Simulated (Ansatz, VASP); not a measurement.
# One calculation of BaIr3, two programs

Contents of INCAR:

```
ALGO = Normal
EDIFF = 1E-6
ENCUT = 500
GGA = PE
GGA_COMPAT = False
ISIF = 2
ISMEAR = 0
LASPH = True
LCHARG = False
LREAL = False
LWAVE = False
NBANDS = 38
NELM = 120
PREC = Accurate
SIGMA = 0.05
```

KPOINTS

```
k-points
0
Gamma
  8 8 8
```

POSCAR

```
BaIr3
1.0
    4.1422494332      0.0000000000      0.0000000000
    0.0000000000      4.1422494332      0.0000000000
    0.0000000000      0.0000000000      4.1422494332
Ba Ir
1 3
Direct
    0.0000000000      0.0000000000      0.0000000000
    0.0000000000      0.5000000000      0.5000000000
    0.5000000000      0.5000000000      0.0000000000
    0.5000000000      0.0000000000      0.5000000000
```

Input for Ansatz:

```yaml
crystal:
  lattice:
    - [4.1422494332, 0.0, 0.0]
    - [0.0, 4.1422494332, 0.0]
    - [0.0, 0.0, 4.1422494332]
  atoms:
    - { symbol: Ba, position: [0.0, 0.0, 0.0] }
    - { symbol: Ir, position: [0.0, 0.5, 0.5] }
    - { symbol: Ir, position: [0.5, 0.5, 0.0] }
    - { symbol: Ir, position: [0.5, 0.0, 0.5] }
basis:
  ecutwfc: 420
  ecutrho_ratio: 4
kpoints:
  mp_grid: { grid: [8, 8, 8] }
hamiltonian:
  xc: pbe
scf:
  occupations: { method: gaussian, width: 0.05 }
output:
  forces: true
  stress: true
  eigenvalues: true
```

Alike in both runs: task single point; functional PBE; k mesh 8 × 8 × 8; occupations gaussian, width 0.05 eV; no spin polarisation.

|  | VASP | Ansatz |
| --- | --- | --- |
| version | VASP 6.6.1 | Ansatz 0.2.0 |
| potentials or method | VASP PAW PBE potentials, release 64 (Ba_sv, Ir_sv_GW), cutoff 500 eV | scalar-relativistic, plane waves, PAW |
| valence electrons in the cell | 61 | 61 |

VASP gave:

| Quantity | Value |
| --- | --- |
| gap on the k mesh at the Fermi level (eV) | none |
| pressure (GPa) | 11.5 |

Problem. What did Ansatz give for the same quantities?

Solution. gap on the k mesh at the Fermi level (eV): none; pressure (GPa): 8.7.

A gap of «none» marks a metal or a gap that the smearing closes.

Spin-orbit coupling is off throughout.
